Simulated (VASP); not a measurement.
Set up this calculation in VASP 6.6.1, as the native input.

```yaml
Task: single point
Functional: LDA
Potentials_or_basis: VASP PAW LDA potentials, release 64 (Hf_pv, N)
Cutoff: 520 eV
k_mesh: 16 × 16 × 16
Occupations: gaussian, width 0.15 eV
Spin: no spin polarisation
Dipole_correction: no
Further_INCAR_settings: ALGO = Normal; EDIFF = 1e-06; NBANDS = 14
```

The structure of HfN lies in POSCAR:

```
HfN
1.0
    0.0000000000      2.5775631000      2.3320809000
    2.5775631000      0.0000000000      2.3320809000
    2.5775631000      2.5775631000      0.0000000000
Hf N
1 1
Direct
    0.0000000000      0.0000000000      0.0000000000
    0.7500000000      0.7500000000      0.7500000000
```

This cell differs from its parent crystal: strain +0.050 along x and y, -0.050 along z.

These files were run (other wordings do the same):

INCAR

```
  ALGO = Normal
  EDIFF = 1E-6
  ENCUT = 520
  ISIF = 2
  ISMEAR = 0
  LASPH = T
  LCHARG = T
  LELF = T
  LREAL = F
  LVHAR = T
  LWAVE = F
  NBANDS = 14
  NELM = 100
  PREC = Accurate
  SIGMA = 0.15
```

KPOINTS

```
k-points
0
Gamma
  16 16 16
```

Potentials or basis: VASP PAW LDA potentials, release 64 (Hf_pv, N).

Command:

```bash
$ cat potpaw_LDA.64/Hf_pv/POTCAR potpaw_LDA.64/N/POTCAR > POTCAR
$ mpirun -np 1 vasp_std > vasp.out
```

It gave:

```json
{"Pressure": "-17.8 GPa", "Band gap on the k mesh": "zero (an odd number of electrons rules out a gap without spin polarisation)"}
```

Caveat: the cell differs from its parent crystal (strain +0.050 along x and y, -0.050 along z); the stress differs along the axes, from -22 to -9 GPa; spin-orbit coupling is left out, which moves the levels of the heavy elements; an odd number of electrons without spin polarisation forces a metal; a magnetic or distorted state may lie lower.

Wall time 74 s on 1 thread of AMD EPYC 9R45 96-Core Processor (Zen 5), on a shared host, peak memory 0.24 GiB.
